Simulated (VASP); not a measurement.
Input of a VASP 6.6.1 run:

The input POSCAR:

```
LiF
1.0
    0.0000000000      2.0547178897      1.9579777610
    2.0547178897      0.0000000000      1.9579777610
    2.0547178897      2.0547178897      0.0000000000
Li F
1 1
Direct
    0.0000000000      0.0000000000      0.0000000000
    0.5000000000      0.5000000000      0.5000000000
```

The input INCAR.step1:

```
SYSTEM = LiF
PREC = Accurate
ENCUT = 520
ISMEAR = 0
SIGMA = 0.01
LREAL = .FALSE.
LASPH = .TRUE.
NELM = 80
NBANDS = 12
GGA = PE
ALGO = Normal
EDIFF = 1E-4
LWAVE = .TRUE.
LCHARG = .FALSE.
```

Contents of INCAR.step2:

```
SYSTEM = LiF
PREC = Accurate
ENCUT = 520
EDIFF = 1E-6
ISMEAR = 0
SIGMA = 0.01
LREAL = .FALSE.
LASPH = .TRUE.
NELM = 80
ALGO = Normal
ISIF = 2
LWAVE = .FALSE.
LCHARG = .TRUE.
METAGGA = R2SCAN
LMIXTAU = .TRUE.
LELF = .TRUE.
LVHAR = .TRUE.
NBANDS = 12
ISTART = 1
```

KPOINTS

```
Automatic mesh
0
G
  10 10 10
  0 0 0
```

Potentials or basis: VASP PAW PBE potentials, release 64 (Li_sv, F).

Run with:

```bash
$ cat potpaw_PBE.64/Li_sv/POTCAR potpaw_PBE.64/F/POTCAR > POTCAR
$ cp INCAR.step1 INCAR
$ mpirun -np 1 vasp_std > vasp.out
$ cp INCAR.step2 INCAR
$ mpirun -np 1 vasp_std > vasp.out
```

**Question.** What does it give for the band gap on the k mesh?

**Answer.** 10.10 eV, direct.

Caveat: the cell differs from its parent crystal (epitaxial xy strain +3.0%). A k mesh can miss the band edges.
